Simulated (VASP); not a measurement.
A run of VASP 6.6.1:

POSCAR

```
W
1.0
   -1.5823450000      1.5823450000      1.5823450000
    1.5823450000     -1.5823450000      1.5823450000
    1.5823450000      1.5823450000     -1.5823450000
W
1
Direct
    0.0000000000      0.0000000000      0.0000000000
```

The input INCAR.step1:

```
  PREC = Accurate
  ENCUT = 600
  ISMEAR = 0
  SIGMA = 0.1
  LREAL = False
  LASPH = True
  NELM = 80
  GGA = PE
  ALGO = Normal
  EDIFF = 1E-4
  LWAVE = True
  LCHARG = False
```

Contents of INCAR.step2:

```
  PREC = Accurate
  ENCUT = 600
  EDIFF = 1E-6
  ISMEAR = 0
  SIGMA = 0.1
  LREAL = False
  LASPH = True
  NELM = 80
  ALGO = Normal
  ISIF = 3
  LWAVE = False
  LCHARG = False
  METAGGA = R2SCAN
  LMIXTAU = True
  IBRION = 2
  NSW = 100
  EDIFFG = -0.005
  ISTART = 1
```

KPOINTS

```
regular mesh
0
Gamma
  18 18 18
```

Potentials or basis: VASP PAW PBE potentials, release 64 (W_sv).

Launch:

```sh
$ cat potpaw_PBE.64/W_sv/POTCAR > POTCAR
$ cp INCAR.step1 INCAR
$ mpirun -np 1 vasp_std > vasp.out
$ cp INCAR.step2 INCAR
$ mpirun -np 1 vasp_std > vasp.out
```

Hardware: 1 thread of Intel(R) Xeon(R) Platinum 8375C CPU @ 2.90GHz (Ice Lake), with other jobs on the host.

**Question.** Estimate the wall time of this run.

**Answer.** It took 2.7 min on 1 thread of Intel(R) Xeon(R) Platinum 8375C CPU @ 2.90GHz (Ice Lake) (shared host), peak memory 0.18 GiB. Counts: k points 195, ion steps 3.
